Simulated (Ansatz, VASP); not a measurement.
Cs: VASP beside Ansatz

```
Cs
1.0
     0.00000    4.21073    4.21073
     4.21073    0.00000    4.21073
     4.21073    4.21073    0.00000
Cs
2
Cartesian
  -1.0527 -1.0527 -1.0527
  1.0527 1.0527 1.0527
```

Change from the starting cell: volume scaled by 0.4, crystal datasets.

Alike in both runs: task single point; functional PBE; k mesh 6 × 6 × 6; occupations fermi-dirac, width 0.08 eV; no spin polarisation.

|  | VASP | Ansatz |
| --- | --- | --- |
| version | VASP 6.6.1 | Ansatz 0.2.0 |
| potentials or method | VASP PAW PBE potentials, release 64 (Cs_sv), cutoff 520 eV | all-electron PAW with datasets made for the crystal, scalar-relativistic |

```tsv
	VASP	Ansatz	Ansatz less VASP
pressure (GPa)	1.9	1.9	-0.02
```

Ansatz ran all-electron here, and VASP with PAW potentials.

Neither program's run includes spin-orbit coupling.
